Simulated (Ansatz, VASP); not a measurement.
## Two plane-wave programs on Rb

```
Rb
1.0
    -2.80250    2.80250    2.69040
     2.80250   -2.80250    2.69040
     2.80250    2.80250   -2.69040
Rb
1
Direct
  0.00000 0.00000 0.00000
```

Alike in both runs: functional PBE; k mesh 6 × 6 × 6; occupations fermi-dirac, width 0.05 eV; no spin polarisation.

|  | VASP | Ansatz |
| --- | --- | --- |
| version | VASP 6.6.1 | Ansatz 0.2.0 |
| potentials or method | VASP PAW PBE potentials, release 64 (Rb_sv) | Ansatz PAW |
| plane-wave cutoff (eV) | 500 | 420 |
| valence electrons in the cell | 9 | 9 |
| task | single point | band structure |

```csv
,VASP,Ansatz,Ansatz less VASP
gap on the k mesh at the Fermi level (eV),none,none,-
pressure (GPa),0.3,0.3,0.00
```

A gap of «none» marks a metal or a gap that the smearing closes.
